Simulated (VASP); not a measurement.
A run of VASP 6.6.1 is set up as follows.

File INCAR:

```
SYSTEM = Al12N
PREC     = Accurate       ! precision mode
ENCUT    = 520            ! plane-wave cutoff, eV
EDIFF    = 1E-6           ! SCF threshold, eV
ISMEAR   = 0              ! smearing method
SIGMA    = 0.1            ! smearing width, eV
LREAL    = .False.        ! projectors in reciprocal space
LASPH    = .True.         ! aspherical terms in the spheres
NELM     = 100            ! most SCF steps
ALGO     = Normal         ! electronic algorithm
ISIF     = 2              ! what is computed and relaxed
LWAVE    = .False.        ! write WAVECAR
LCHARG   = .False.        ! write CHGCAR
LDIPOL   = .True.       
IDIPOL   = 3            
DIPOL    = 0.5 0.5 0.328
GGA      = CA             ! functional
NBANDS   = 32             ! bands
```

Contents of KPOINTS:

```
Automatic mesh
0
Gamma
  6 6 1
  0 0 0
```

Contents of POSCAR:

```
Al12N
1.0
    5.6336864727      0.0000000000      0.0000000000
   -2.8168432363      4.8789156023      0.0000000000
    0.0000000000      0.0000000000     20.0321727095
Al N
12 1
Direct
    0.3333333333      0.1666666667      0.1996787896
    0.3333333333      0.6666666667      0.1996787896
    0.8333333333      0.1666666667      0.1996787896
    0.8333333333      0.6666666667      0.1996787896
    0.1666666667      0.3333333333      0.3128097176
    0.1666666667      0.8333333333      0.3128097176
    0.6666666667      0.3333333333      0.3128097176
    0.6666666667      0.8333333333      0.3128097176
    0.0000000000      0.0000000000      0.4259234799
    0.0000000000      0.5000000000      0.4259234799
    0.5000000000      0.0000000000      0.4259234799
    0.5000000000      0.5000000000      0.4259234799
    0.0000000000      0.0000000000      0.5124080965
```

Potentials or basis: VASP PAW LDA potentials, release 64 (Al, N).

Command:

```console
$ cat potpaw_LDA.64/Al/POTCAR potpaw_LDA.64/N/POTCAR > POTCAR
$ mpirun -np 1 vasp_std > vasp.out
```

Q: What does it give for the largest force?

A: 1.117 eV/Å.

Forces on the atoms (eV/Å):
```
Al   0.001  0.000 -0.141
Al   0.000  0.000 -0.111
Al  -0.001  0.000 -0.141
Al   0.000 -0.001 -0.141
Al   0.000 -0.087  0.101
Al  -0.076  0.044  0.101
Al   0.000  0.000 -0.016
Al   0.076  0.044  0.101
Al   0.000  0.000 -1.117
Al   0.119  0.069  0.412
Al   0.000 -0.137  0.412
Al  -0.119  0.069  0.412
N    0.000  0.000  0.131
```
